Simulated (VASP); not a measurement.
# La2O3 (P1) in VASP: notebook

Runs on La2O3. Level: PBE. Tasks: single point.

Everything below comes from runs of VASP 6.6.1. Logs are shortened: lines on timing, memory, paths and dates and some standing lists are left out, and cuts for length are marked.

### Step 1. The cell of the first run

The typed cell holds 5 atoms: a = 3.842 Å, b = 3.905 Å, c = 5.880 Å, α = 90.50°, β = 88.80°, γ = 118.60°.

### Step 2. Single point, PBE

Input file INCAR:

```
  PREC = Accurate
  ENCUT = 520
  EDIFF = 1E-6
  ISMEAR = 1
  SIGMA = 0.1
  LREAL = F
  LASPH = T
  NELM = 60
  ALGO = Normal
  ISIF = 2
  LWAVE = F
  LCHARG = F
  GGA = PE
  NBANDS = 28
```

Input file KPOINTS:

```
regular mesh
0
Gamma
  4 4 2
```

Input file POSCAR:

```
La2O3
1.0
    3.8417057310      0.0293609014      0.0398733221
   -1.8954303781      3.4143204234     -0.0170315191
    0.0619963270      0.0052212688      5.8793582789
La O
2 3
Direct
    0.6651900000      0.3153500000      0.7641500000
    0.3094400000      0.6547100000      0.2508000000
    0.6331900000      0.3325100000      0.3454700000
    0.3551100000      0.6860800000      0.6438400000
    0.0044200000      0.0167600000      0.9826100000
```

Potentials or basis: VASP PAW PBE potentials, release 64 (La, O).

Command:

```sh
> cat potpaw_PBE.64/La/POTCAR potpaw_PBE.64/O/POTCAR > POTCAR
> mpirun -np 1 vasp_std > vasp.out
```

OUTCAR:

```text
PREC = Accurate
   ENCUT = 520
   EDIFF = 1E-6
   ISMEAR = 1
   LREAL = F
   LASPH = T
   NELM = 60
   ISIF = 2
   GGA = PE

 ion  position               nearest neighbor table
   1  0.665  0.315  0.764-   4 2.27   4 2.39   4 2.43   3 2.47   5 2.50   5 2.55   5 2.73   2 3.63
                             2 3.65   2 3.65
   2  0.309  0.655  0.251-   3 2.23   4 2.32   3 2.34   3 2.39   5 2.70   5 2.75   5 2.80   1 3.63
                             1 3.65   1 3.65
   3  0.633  0.333  0.345-   2 2.23   2 2.34   2 2.39   1 2.47
   4  0.355  0.686  0.644-   1 2.27   2 2.32   1 2.39   1 2.43
   5  0.004  0.017  0.983-   1 2.50   1 2.55   2 2.70   1 2.73   2 2.75   2 2.80

  LATTYP: Found a triclinic cell.
 ALAT       =     3.8420248396
 B/A-ratio  =     1.0164413048
 C/A-ratio  =     1.5303616456
 COS(alpha) =     0.0087023352
 COS(beta)  =     0.0209276881
 COS(gamma) =     0.4786850384

  Lattice vectors:

 A1 = (  -3.8417057310,  -0.0293609014,  -0.0398733221)
 A2 = (  -1.8954303781,   3.4143204234,  -0.0170315191)
 A3 = (  -0.0619963270,  -0.0052212688,  -5.8793582789)

Analysis of symmetry for initial positions (statically):
=====================================================================
 Subroutine PRICEL returns:
 Original cell was already a primitive cell.

 Routine SETGRP: Setting up the symmetry group for a
 triclinic supercell.

 Subroutine GETGRP returns: Found  1 space group operations
 (whereof  1 operations were pure point group operations)
 out of a pool of  2 trial point group operations.

The static configuration has the point symmetry C_1 .

Analysis of symmetry for dynamics (positions and initial velocities):
=====================================================================
 Subroutine PRICEL returns:
 Original cell was already a primitive cell.

 Routine SETGRP: Setting up the symmetry group for a
 triclinic supercell.

 Subroutine GETGRP returns: Found  1 space group operations
 (whereof  1 operations were pure point group operations)
 out of a pool of  2 trial point group operations.

The dynamic configuration has the point symmetry C_1 .

 Subroutine INISYM returns: Found  1 space group operations
 (whereof  1 operations are pure point group operations),
 and found     1 'primitive' translations

[... 94 lines left out ...]
   NELM   =     60;   NELMIN=  2; NELMDL= -5     # of ELM steps
   EDIFF  = 0.1E-05   stopping-criterion for ELM
   LREAL  =      F    real-space projection
   EDIFFG = 0.1E-04   stopping-criterion for IOM
   NSW    =      0    number of steps for IOM
   IBRION =     -1    ionic relax: 0-MD 1-quasi-New 2-CG
   NFREE  =      0    steps in history (QN), initial steepest desc. (CG)
   ISIF   =      2    stress and relaxation
   ISYM   =      2    0-nonsym 1-usesym 2-fastsym
   POTIM  = 0.5000    time-step for ionic-motion
   TEBEG  =    0.0;   TEEND  =   0.0 temperature during run
   PSTRESS=    0.0 pullay stress
   NELECT =      40.0000    total number of electrons
   NUPDOWN=      -1.0000    fix difference up-down
   EMIN   =  10.00;   EMAX   =-10.00  energy-range for DOS
   EFERMI =   0.00;   METHOD = LEGACY
   ISMEAR =     1;   SIGMA  =   0.10  broadening in eV -4-tet -1-fermi 0-gaus
   EFERMI_NEDOS =   21; number of points for ismear=-14 and -15
   IALGO  =     38    algorithm
   IMIX   =      4    mixing-type and parameters
     AMIX     =   0.40;   BMIX     =  1.00
     AMIX_MAG =   1.60;   BMIX_MAG =  1.00
  volume/ion in A,a.u.               =      15.49       104.51
  Fermi-wavevector in a.u.,A,eV,Ry     =   1.313545  2.482241 23.475513  1.725402
  Thomas-Fermi vector in A             =   2.443861
   LORBIT       =      0    0 simple, 1 ext, 2 COOP (PROOUT), +10 PAW based schemes
   GGA     = PE    functional components
   LHFCALC =     F    Hartree Fock is set to
   AEXX    =    0.0000 exact exchange contribution
   IVDW    =     0    specifies the selected vdW correction
   LEPSILON=     F    determine dielectric tensor
   LRPA    =     F    only Hartree local field effects (RPA)
 non-spin polarized calculation
 Methfessel and Paxton  Order N= 1 SIGMA  =   0.10
  energy-cutoff  :      520.00
  volume of cell :       77.44
 maximum number of plane-waves:      2098
 NGX is ok and might be reduce to    30
   NGX = 15   NGY = 15   NGZ = 21

 number of electron      39.9999996 magnetization

 Free energy of the ion-electron system (eV)
  ---------------------------------------------------
  ext. energy  EPLUGINS =         0.00000000
  ---------------------------------------------------
  free energy    TOTEN  =       -41.48545038 eV

  energy without entropy =      -41.48736603  energy(sigma->0) =      -41.48608893

 E-fermi :   6.6931     XC(G=0): -10.7446

 val. band max:        6.6436748521   @ k =   0.5000  -0.0000   0.5000
 cond. band min:      10.4737848009   @ k =   0.5000   0.5000  -0.0000
 fundamental gap:      3.8301099487
 Fermi energy:         6.6930583281

 k-point     1 :       0.0000    0.0000    0.0000
  band No.  band energies     occupation
      1     -23.1609      2.00000
      2     -22.8020      2.00000
      3     -10.6094      2.00000
      4      -9.3435      2.00000
      5      -8.8703      2.00000
      6      -6.6627      2.00000
[... 609 lines left out ...]
     27      12.2250      0.00000
     28      12.2488      0.00000

------------------------ aborting loop because EDIFF is reached ----------------------------------------

  FORCE on cell =-STRESS in cart. coord.  units (eV):
  Direction    XX          YY          ZZ          XY          YZ          ZX
  --------------------------------------------------------------------------------------
  -------------------------------------------------------------------------------------
  Total        5.0904955      3.8833707      5.1135283     -1.1656611      0.3326949     -0.7362992
  in kB      105.3225671     80.3471034    105.7991176    -24.1175776      6.8834724    -15.2340611
  external PRESSURE =      97.1562627 kB  Pullay stress =       0.0000000 kB

 VOLUME and BASIS-vectors are now :
 -----------------------------------------------------------------------------
  energy-cutoff  :      520.00
  volume of cell :       77.44
      direct lattice vectors                 reciprocal lattice vectors
     3.841705731  0.029360901  0.039873322     0.259230992  0.143895564 -0.002861313
    -1.895430378  3.414320423 -0.017031519    -0.002226517  0.291646845 -0.000235524
     0.061996327  0.005221269  5.879358279    -0.001764533 -0.000131036  0.170105313

 POSITION                                       TOTAL-FORCE (eV/Angst)
 -----------------------------------------------------------------------------------
      2.00511      1.10023      4.51386        -0.191150      0.534736     -0.111851
     -0.03663      2.24578      1.47573        -0.255729      0.577555     -0.576084
      1.82370      1.15569      2.05073         0.899291     -0.405538      0.073984
      0.10373      2.35628      3.78784        -0.436470     -0.562187      0.149234
      0.04613      0.06248      5.77701        -0.015942     -0.144565      0.464717
 -----------------------------------------------------------------------------------
    total drift:                                0.000203      0.000435     -0.000582

  FREE ENERGIE OF THE ION-ELECTRON SYSTEM (eV)
  ---------------------------------------------------
  free  energy   TOTEN  =       -41.4854503753 eV

  energy  without entropy=      -41.4873660306  energy(sigma->0) =      -41.48608893
```

OSZICAR:

```text
N       E                     dE             d eps       ncg     rms          rms(c)
DAV:   1     0.477851600253E+03    0.47785E+03   -0.15328E+04  1152   0.221E+03
DAV:   2     0.801626169107E+02   -0.39769E+03   -0.37898E+03  1472   0.365E+02
DAV:   3    -0.336400466299E+02   -0.11380E+03   -0.10884E+03  1868   0.198E+02
DAV:   4    -0.462678095739E+02   -0.12628E+02   -0.12595E+02  1928   0.700E+01
DAV:   5    -0.471197696005E+02   -0.85196E+00   -0.85124E+00  1984   0.194E+01    0.152E+01
DAV:   6    -0.415088255937E+02    0.56109E+01   -0.47987E+01  1832   0.388E+01    0.761E+00
DAV:   7    -0.414881056429E+02    0.20720E-01   -0.47279E+00  2184   0.200E+01    0.368E+00
DAV:   8    -0.414914624279E+02   -0.33568E-02   -0.58714E-01  2008   0.623E+00    0.118E+00
DAV:   9    -0.414819932850E+02    0.94691E-02   -0.10683E-01  1984   0.237E+00    0.325E-01
DAV:  10    -0.414842849195E+02   -0.22916E-02   -0.24227E-02  1984   0.104E+00    0.152E-01
DAV:  11    -0.414853198955E+02   -0.10350E-02   -0.59884E-03  2048   0.562E-01    0.105E-01
DAV:  12    -0.414853760988E+02   -0.56203E-04   -0.16477E-03  1840   0.261E-01    0.414E-02
DAV:  13    -0.414854495225E+02   -0.73424E-04   -0.72639E-04  1888   0.171E-01    0.243E-02
DAV:  14    -0.414854487295E+02    0.79304E-06   -0.97302E-05  1968   0.850E-02    0.591E-03
DAV:  15    -0.414854504322E+02   -0.17028E-05   -0.13001E-05  1736   0.246E-02    0.386E-03
DAV:  16    -0.414854503753E+02    0.56939E-07   -0.26808E-06  1248   0.143E-02
   1 F= -.41485450E+02 E0= -.41486089E+02  d E =0.191566E-02
```

Wall time 1.8 min (1 thread of AMD EPYC 7R13, shared host); peak memory 0.19 GiB.

What came out:

- Free energy: -41.4855 eV
- Pressure: 9.7 GPa
- Largest force: 0.989 eV/Å
- Band gap on the k mesh: 3.83 eV (least direct gap 4.09 eV)

Forces on the atoms (eV/Å):
```
La  -0.191  0.535 -0.112
La  -0.256  0.578 -0.576
O    0.899 -0.406  0.074
O   -0.436 -0.562  0.149
O   -0.016 -0.145  0.465
```

Caveat: the k points lie up to 0.53 Å⁻¹ apart; spin-orbit coupling is left out, which moves the levels of the heavy elements. A k mesh can miss the band edges.

### Step 3. Single point, PBE

This run uses another cell than the first one, of 15.64 Å³/atom.

INCAR, as its differences from that of step 2:

```diff
@@ -7,3 +7,3 @@
   LASPH = T
-  NELM = 60
+  NELM = 100
   ALGO = Normal
```

Input file KPOINTS:

```
Automatic mesh
0
Gamma
  4 4 2
```

POSCAR, as its differences from that of step 2:

```diff
@@ -2,5 +2,5 @@
 1.0
-    3.8417057310      0.0293609014      0.0398733221
-   -1.8954303781      3.4143204234     -0.0170315191
-    0.0619963270      0.0052212688      5.8793582789
+    3.8545328903      0.0294589352      0.0400064560
+   -1.9017590740      3.4257205762     -0.0170883861
+    0.0622033280      0.0052387022      5.8989890031
 La O
```

Potentials or basis: VASP PAW PBE potentials, release 64 (La, O).

Command:

```sh
> cat potpaw_PBE.64/La/POTCAR potpaw_PBE.64/O/POTCAR > POTCAR
> mpirun -np 1 vasp_std > vasp.out
```

OUTCAR:

```text
PREC = Accurate
   ENCUT = 520
   EDIFF = 1E-6
   ISMEAR = 1
   LREAL = F
   LASPH = T
   NELM = 100
   ISIF = 2
   GGA = PE

 ion  position               nearest neighbor table
   1  0.665  0.315  0.764-   4 2.28   4 2.40   4 2.43   3 2.48   5 2.51   5 2.56   5 2.74   2 3.64
                             2 3.66   2 3.66
   2  0.309  0.655  0.251-   3 2.24   4 2.33   3 2.35   3 2.40   5 2.71   5 2.76   5 2.81   1 3.64
                             1 3.66   1 3.66
   3  0.633  0.333  0.345-   2 2.24   2 2.35   2 2.40   1 2.48
   4  0.355  0.686  0.644-   1 2.28   2 2.33   1 2.40   1 2.43
   5  0.004  0.017  0.983-   1 2.51   1 2.56   2 2.71   1 2.74   2 2.76   2 2.81

  LATTYP: Found a triclinic cell.
 ALAT       =     3.8548530644
 B/A-ratio  =     1.0164413048
 C/A-ratio  =     1.5303616456
 COS(alpha) =     0.0087023352
 COS(beta)  =     0.0209276881
 COS(gamma) =     0.4786850384

  Lattice vectors:

 A1 = (  -3.8545328903,  -0.0294589352,  -0.0400064560)
 A2 = (  -1.9017590740,   3.4257205762,  -0.0170883861)
 A3 = (  -0.0622033280,  -0.0052387022,  -5.8989890031)
[... 174 lines left out ...]

  energy without entropy =      -41.53138383  energy(sigma->0) =      -41.53002173

 E-fermi :   6.5818     XC(G=0): -10.6945

 val. band max:        6.5354598962   @ k =   0.5000  -0.0000   0.5000
 cond. band min:      10.3557761247   @ k =   0.5000   0.5000   0.0000
 fundamental gap:      3.8203162284
 Fermi energy:         6.5817704344

 k-point     1 :       0.0000    0.0000    0.0000
  band No.  band energies     occupation
      1     -23.2917      2.00000
      2     -22.9482      2.00000
      3     -10.6672      2.00000
      4      -9.4154      2.00000
      5      -8.9580      2.00000
      6      -6.7972      2.00000
[... 609 lines left out ...]
     27      12.0599      0.00000
     28      12.0851      0.00000

------------------------ aborting loop because EDIFF is reached ----------------------------------------

  FORCE on cell =-STRESS in cart. coord.  units (eV):
  Direction    XX          YY          ZZ          XY          YZ          ZX
  --------------------------------------------------------------------------------------
  -------------------------------------------------------------------------------------
  Total        4.2706256      3.0632349      4.4601660     -1.1325959      0.3404117     -0.7757565
  in kB       87.4802259     62.7478287     91.3628030    -23.2002893      6.9730525    -15.8907285
  external PRESSURE =      80.5302859 kB  Pullay stress =       0.0000000 kB

 VOLUME and BASIS-vectors are now :
 -----------------------------------------------------------------------------
  energy-cutoff  :      520.00
  volume of cell :       78.22
      direct lattice vectors                 reciprocal lattice vectors
     3.854532890  0.029458935  0.040006456     0.258368320  0.143416707 -0.002851792
    -1.901759074  3.425720576 -0.017088386    -0.002219108  0.290676300 -0.000234740
     0.062203328  0.005238702  5.898989003    -0.001758661 -0.000130600  0.169539234

 POSITION                                       TOTAL-FORCE (eV/Angst)
 -----------------------------------------------------------------------------------
      2.01181      1.10390      4.52894        -0.191296      0.499643     -0.173859
     -0.03675      2.25328      1.48066        -0.236941      0.552941     -0.473789
      1.82979      1.15955      2.05757         0.877684     -0.382573      0.055774
      0.10407      2.36415      3.80049        -0.431417     -0.543237      0.143370
      0.04629      0.06269      5.79630        -0.018029     -0.126773      0.448504
 -----------------------------------------------------------------------------------
    total drift:                                0.000299      0.000308     -0.000549

  FREE ENERGIE OF THE ION-ELECTRON SYSTEM (eV)
  ---------------------------------------------------
  free  energy   TOTEN  =       -41.5293406850 eV

  energy  without entropy=      -41.5313838253  energy(sigma->0) =      -41.53002173
```

OSZICAR:

```text
N       E                     dE             d eps       ncg     rms          rms(c)
DAV:   1     0.475880609085E+03    0.47588E+03   -0.15438E+04  1176   0.220E+03
DAV:   2     0.813315196129E+02   -0.39455E+03   -0.37656E+03  1496   0.360E+02
DAV:   3    -0.333511330803E+02   -0.11468E+03   -0.11129E+03  1796   0.195E+02
DAV:   4    -0.462378798780E+02   -0.12887E+02   -0.12849E+02  1916   0.717E+01
DAV:   5    -0.471670409424E+02   -0.92916E+00   -0.92825E+00  1928   0.208E+01    0.152E+01
DAV:   6    -0.415411695147E+02    0.56259E+01   -0.48175E+01  1808   0.387E+01    0.759E+00
DAV:   7    -0.415325605980E+02    0.86089E-02   -0.48906E+00  2184   0.203E+01    0.365E+00
DAV:   8    -0.415355511491E+02   -0.29906E-02   -0.61137E-01  2016   0.625E+00    0.120E+00
DAV:   9    -0.415257404030E+02    0.98107E-02   -0.11053E-01  1984   0.236E+00    0.328E-01
DAV:  10    -0.415281052155E+02   -0.23648E-02   -0.24530E-02  1992   0.105E+00    0.155E-01
DAV:  11    -0.415292029728E+02   -0.10978E-02   -0.62154E-03  2064   0.555E-01    0.109E-01
DAV:  12    -0.415292678544E+02   -0.64882E-04   -0.18372E-03  1856   0.266E-01    0.436E-02
DAV:  13    -0.415293398664E+02   -0.72012E-04   -0.80410E-04  1944   0.180E-01    0.252E-02
DAV:  14    -0.415293391124E+02    0.75401E-06   -0.11891E-04  1944   0.906E-02    0.554E-03
DAV:  15    -0.415293405713E+02   -0.14589E-05   -0.13578E-05  1840   0.263E-02    0.413E-03
DAV:  16    -0.415293406850E+02   -0.11371E-06   -0.30696E-06  1288   0.135E-02
   1 F= -.41529341E+02 E0= -.41530022E+02  d E =0.204314E-02
```

Run time: 1.8 min. Hardware: 1 thread of AMD EPYC 7R13, shared host; peak memory 0.19 GiB.

Results:

| Property | Result |
| --- | --- |
| Free energy | -41.5293 eV |
| Pressure | 8.1 GPa |
| Largest force | 0.959 eV/Å |
| Band gap on the k mesh | 3.82 eV (least direct gap 4.07 eV) |

Forces on the atoms (eV/Å):
```
La  -0.191  0.500 -0.174
La  -0.237  0.553 -0.474
O    0.878 -0.383  0.056
O   -0.431 -0.543  0.143
O   -0.018 -0.127  0.449
```

Caveat: the k points lie up to 0.53 Å⁻¹ apart; spin-orbit coupling is left out, which moves the levels of the heavy elements.
